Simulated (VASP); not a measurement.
# Si3C2 (P6_3/mmc) in VASP: further runs, part 2 of 2

VASP 6.6.1. The steps go on from the part before.

**3. Single point, PBE**

This run uses another cell than the first one, of 10.44 Å³/atom.

The input, INCAR:

```
ALGO = Normal
EDIFF = 1E-6
ENCUT = 520
GGA = PE
ISIF = 2
ISMEAR = 0
LASPH = T
LCHARG = F
LREAL = F
LWAVE = F
NBANDS = 31
NELM = 80
PREC = Accurate
SIGMA = 0.1
```

The input, KPOINTS:

```
k-points
0
Gamma
  12 12 4
```

The input, POSCAR:

```
Si3C2
1.0
    2.8969928844      0.0000000000      0.0000000000
   -1.4484964422      2.5088694324      0.0000000000
    0.0000000000      0.0000000000     14.3677364320
Si C
6 4
Direct
    0.6666666667      0.3333333333      0.0785397654
    0.6666666667      0.3333333333      0.2500000000
    0.6666666667      0.3333333333      0.4214602346
    0.3333333333      0.6666666667      0.7500000000
    0.3333333333      0.6666666667      0.9214602346
    0.3333333333      0.6666666667      0.5785397654
    0.6666666667      0.3333333333      0.8496795035
    0.6666666667      0.3333333333      0.6503204965
    0.3333333333      0.6666666667      0.1503204965
    0.3333333333      0.6666666667      0.3496795035
```

Potentials or basis: VASP PAW PBE potentials, release 64 (Si, C).

Command:

```sh
> cat potpaw_PBE.64/Si/POTCAR potpaw_PBE.64/C/POTCAR > POTCAR
> mpirun -np 1 vasp_std > vasp.out
```

It took 88 s on 1 thread of AMD EPYC 9R45 (Zen 5), shared host; peak memory 0.27 GiB.

The run converged. Its results:

| Property | Result |
| --- | --- |
| Free energy | -61.7952 eV |
| Pressure | 0.0 GPa |
| Largest force | 0.011 eV/Å |
| Band gap on the k mesh | zero (bands 20 and 21 overlap by 6.27 eV) |

Forces on the atoms (eV/Å):
```
Si   0.000  0.000  0.011
Si   0.000  0.000  0.000
Si   0.000  0.000 -0.011
Si   0.000  0.000  0.000
Si   0.000  0.000 -0.011
Si   0.000  0.000  0.011
C    0.000  0.000  0.000
C    0.000  0.000  0.000
C    0.000  0.000  0.000
C    0.000  0.000  0.000
```

Stress tensor (GPa, compression positive):
```
 0.11  0.00  0.00
 0.00  0.11  0.00
 0.00  0.00 -0.19
```

Levels at points of the mesh, in eV from the Fermi level:
```csv
k point,band 17,band 18,band 19,band 20,band 21,band 22,band 23,band 24
"(0.00, 0.00, 0.00)",-0.44,-0.44,0.80,4.11,4.41,4.86,5.62,6.03
"(0.50, 0.00, 0.00)",-2.70,-2.54,-2.38,-1.17,-0.90,0.14,1.72,1.98
"(0.00, 0.00, 0.50)",-0.47,-0.47,2.37,2.37,4.85,4.85,5.78,5.78
"(0.50, 0.00, 0.50)",-2.61,-2.61,-2.31,-2.31,0.11,0.11,1.50,1.50
```

**4. Relaxation of cell and atoms, PBE**

This run uses another cell than the first one, of 10.46 Å³/atom.

The input, INCAR:

```
  ALGO = Normal
  EDIFF = 1E-6
  EDIFFG = -0.04
  ENCUT = 600
  GGA = PE
  IBRION = 2
  ISIF = 3
  ISMEAR = 0
  LASPH = T
  LCHARG = F
  LREAL = F
  LWAVE = F
  NELM = 80
  NSW = 90
  PREC = Accurate
  SIGMA = 0.1
```

The input, KPOINTS:

```
k-points
0
Gamma
  6 6 2
```

The input, POSCAR:

```
Si3C2
1.0
    2.8851144050      0.0000000000      0.0000000000
   -1.4425572025      2.4985823676      0.0000000000
    0.0000000000      0.0000000000     14.5047428058
Si C
6 4
Direct
    0.6666666667      0.3333333333      0.0798579638
    0.6666666667      0.3333333333      0.2500000000
    0.6666666667      0.3333333333      0.4201420362
    0.3333333333      0.6666666667      0.7500000000
    0.3333333333      0.6666666667      0.9201420362
    0.3333333333      0.6666666667      0.5798579638
    0.6666666667      0.3333333333      0.8493169665
    0.6666666667      0.3333333333      0.6506830335
    0.3333333333      0.6666666667      0.1506830335
    0.3333333333      0.6666666667      0.3493169665
```

Command:

```sh
> cat potpaw_PBE.64/Si/POTCAR potpaw_PBE.64/C/POTCAR > POTCAR
> mpirun -np 1 vasp_std > vasp.out
```

Wall time 72 s (1 thread of AMD EPYC 9R45 (Zen 5), shared host); peak memory 0.23 GiB.

It converged, with:

```
Free energy                           : -61.5726 eV
Relaxed volume                        : 10.45 Å³/atom
Relaxed cell                          : a = 2.899 Å, b = 2.899 Å, c = 14.352 Å, α = 90.00°, β = 90.00°, γ = 120.00°
Space group after relaxing (to 0.1 Å) : P6_3/mmc (No. 194)
Energy gained by relaxing             : 2.5 meV/atom
Ionic steps                           : 6
Pressure after relaxing               : 0.0 GPa
Largest force after relaxing          : 0.027 eV/Å
Band gap on the k mesh                : zero (bands 20 and 21 overlap by 6.20 eV)
```

Forces in eV/Å, atoms in the order of the input:
```
Si   0.000  0.000  0.000
Si   0.000  0.000  0.000
Si   0.000  0.000  0.000
Si   0.000  0.000  0.000
Si   0.000  0.000  0.000
Si   0.000  0.000  0.000
C    0.000  0.000  0.027
C    0.000  0.000 -0.027
C    0.000  0.000 -0.027
C    0.000  0.000  0.027
```

Step by step:
```tsv
step	energy change (eV)	largest force (eV/Å)	pressure (GPa)	volume (Å³)
1	0.0000	0.1226	0.57	104.56
2	-0.0113	0.3157	-0.10	105.11
3	-0.0178	0.2418	0.12	104.90
4	-0.0227	0.0619	-0.92	105.12
5	-0.0227	0.0560	-0.82	105.10
6	-0.0252	0.0267	-0.02	104.46
```

Final structure:
```
Si C
1.0
     2.89895    0.00000    0.00000
    -1.44947    2.51056    0.00000
     0.00000    0.00000   14.35250
Si C
6 4
Cartesian
  1.4495 0.8369 1.1262
  1.4495 0.8369 3.5881
  1.4495 0.8369 6.0501
  0.0000 1.6737 10.7644
  0.0000 1.6737 13.2263
  0.0000 1.6737 8.3024
  1.4495 0.8369 12.1914
  1.4495 0.8369 9.3374
  0.0000 1.6737 2.1611
  0.0000 1.6737 5.0151
```

Levels at points of the mesh, in eV from the Fermi level:
| k point | band 16 | band 17 | band 18 | band 19 | band 20 | band 21 | band 22 | band 23 | band 24 | band 25 |
| --- | --- | --- | --- | --- | --- | --- | --- | --- | --- | --- |
| (0.00, 0.00, 0.00) | -0.63 | -0.56 | -0.56 | 0.71 | 3.99 | 4.27 | 4.69 | 5.52 | 5.88 | 6.04 |
| (0.50, 0.00, 0.00) | -3.43 | -2.82 | -2.66 | -2.50 | -1.29 | -1.02 | 0.01 | 1.57 | 1.85 | 1.86 |
| (0.00, 0.00, 0.50) | -0.59 | -0.59 | -0.59 | 2.28 | 2.28 | 4.69 | 4.69 | 5.64 | 5.64 | 6.13 |
| (0.50, 0.00, 0.50) | -3.49 | -2.73 | -2.73 | -2.43 | -2.43 | 0.00 | 0.00 | 1.36 | 1.36 | 2.78 |

Caveat: the k points lie up to 0.42 Å⁻¹ apart in the final cell, too coarse for converged energies and pressures of a metal.

**5. Single point, PBE, collinear spin**

This run uses another cell than the first one, of 10.46 Å³/atom.

The input, INCAR:

```
PREC = Accurate ; ENCUT = 520
EDIFF = 1E-7 ; ISMEAR = 0
SIGMA = 0.1 ; LREAL = F
LASPH = T ; NELM = 150
ALGO = Normal ; ISIF = 2
LWAVE = F ; LCHARG = T
ISPIN = 2 ; MAGMOM = 0 0 0 0 0 0 1 1 1 1
LORBIT = 11 ; GGA = PE
LELF = T ; LVHAR = T
NBANDS = 35
```

The input, KPOINTS:

```
Automatic mesh
0
Gamma
  6 6 2
```

The input, POSCAR:

```
Si3C2
1.0
    2.8996141298      0.0000000000      0.0000000000
   -1.4498070649      2.5111394976      0.0000000000
    0.0000000000      0.0000000000     14.3678137896
Si C
6 4
Direct
    0.6666666667      0.3333333333      0.0784295846
    0.6666666667      0.3333333333      0.2500000000
    0.6666666667      0.3333333333      0.4215704154
    0.3333333333      0.6666666667      0.7500000000
    0.3333333333      0.6666666667      0.9215704154
    0.3333333333      0.6666666667      0.5784295846
    0.6666666667      0.3333333333      0.8498239545
    0.6666666667      0.3333333333      0.6501760455
    0.3333333333      0.6666666667      0.1501760455
    0.3333333333      0.6666666667      0.3498239545
```

Command:

```sh
> cat potpaw_PBE.64/Si/POTCAR potpaw_PBE.64/C/POTCAR > POTCAR
> mpirun -np 1 vasp_std > vasp.out
```

Run time: 69 s. Hardware: 1 thread of AMD EPYC 9R45 (Zen 5), shared host; peak memory 0.27 GiB.

Results (log left out):

| Property | Result |
| --- | --- |
| Free energy | -61.5682 eV |
| Pressure | -0.1 GPa |
| Largest force | 0.015 eV/Å |
| Band gap on the k mesh | zero (filled and empty bands overlap) |
| Net moment | 0.00 μB per cell |
| Valence electrons inside the program's atomic spheres | Si 1.59, 1.46 (each value once); C 2.43 |

Forces on the atoms (eV/Å):
```
Si   0.000  0.000  0.015
Si   0.000  0.000  0.000
Si   0.000  0.000 -0.015
Si   0.000  0.000  0.000
Si   0.000  0.000 -0.015
Si   0.000  0.000  0.015
C    0.000  0.000 -0.013
C    0.000  0.000  0.013
C    0.000  0.000  0.013
C    0.000  0.000 -0.013
```

Stress tensor (GPa, compression positive):
```
 0.13  0.00  0.00
 0.00  0.13  0.00
 0.00  0.00 -0.43
```

Levels at points of the mesh, in eV from the Fermi level:
Spin up:
```csv
k point,band 18,band 19,band 20,band 21,band 22,band 23
"(0.00, 0.00, 0.00)",-0.55,0.69,4.00,4.26,4.72,5.49
"(0.50, 0.00, 0.00)",-2.65,-2.50,-1.30,-1.01,0.01,1.59
"(0.00, 0.00, 0.50)",-0.59,2.26,2.26,4.72,4.72,5.63
"(0.50, 0.00, 0.50)",-2.73,-2.42,-2.42,-0.01,-0.01,1.37
```
Spin down:
| k point | band 16 | band 17 | band 18 | band 19 | band 20 | band 21 | band 22 | band 23 | band 24 | band 25 |
| --- | --- | --- | --- | --- | --- | --- | --- | --- | --- | --- |
| (0.00, 0.00, 0.00) | -0.62 | -0.55 | -0.55 | 0.69 | 4.00 | 4.26 | 4.72 | 5.49 | 5.89 | 6.06 |
| (0.50, 0.00, 0.00) | -3.41 | -2.82 | -2.65 | -2.50 | -1.30 | -1.01 | 0.01 | 1.59 | 1.86 | 1.87 |
| (0.00, 0.00, 0.50) | -0.59 | -0.59 | -0.59 | 2.26 | 2.26 | 4.72 | 4.72 | 5.63 | 5.63 | 6.14 |
| (0.50, 0.00, 0.50) | -3.47 | -2.73 | -2.73 | -2.42 | -2.42 | -0.01 | -0.01 | 1.37 | 1.37 | 2.78 |

Caveat: the k points lie up to 0.42 Å⁻¹ apart, too coarse for converged energies and pressures of a metal.

**6. Summary**

```csv
task,spin,cell,k mesh,cutoff (eV),gap on the mesh (eV),pressure (GPa),moment (μB),largest force (eV/Å)
single point,collinear,"a = 2.727, b = 2.727, c = 22.115 Å, angles 90.0, 90.0, 120.0°, 10 atoms, atomic positions A",6 × 6 × 1,520,none,-16.5,0.00,1.92
single point,off,"a = 2.897, b = 2.897, c = 14.368 Å, angles 90.0, 90.0, 120.0°, 10 atoms, atomic positions B",12 × 12 × 4,520,none,0.0,-,0.01
relaxation of cell and atoms,off,"relaxed from a = 2.885, b = 2.885, c = 14.505 Å, angles 90.0, 90.0, 120.0°, 10 atoms, atomic positions C",6 × 6 × 2,600,none,0.0,-,0.03
single point,collinear,"a = 2.900, b = 2.900, c = 14.368 Å, angles 90.0, 90.0, 120.0°, 10 atoms, atomic positions D",6 × 6 × 2,520,none,-0.1,0.00,0.02
```

Alike in all rows: level PBE; potentials or basis VASP PAW PBE potentials, release 64 (Si, C); smearing gaussian 0.1 eV.

Caveats: some runs use coarse meshes; forces of over 1 eV/Å act on the atoms, so gaps and moduli don't describe the material at rest (at least some runs).

Absolute energies hang on the potentials; compare differences alone.
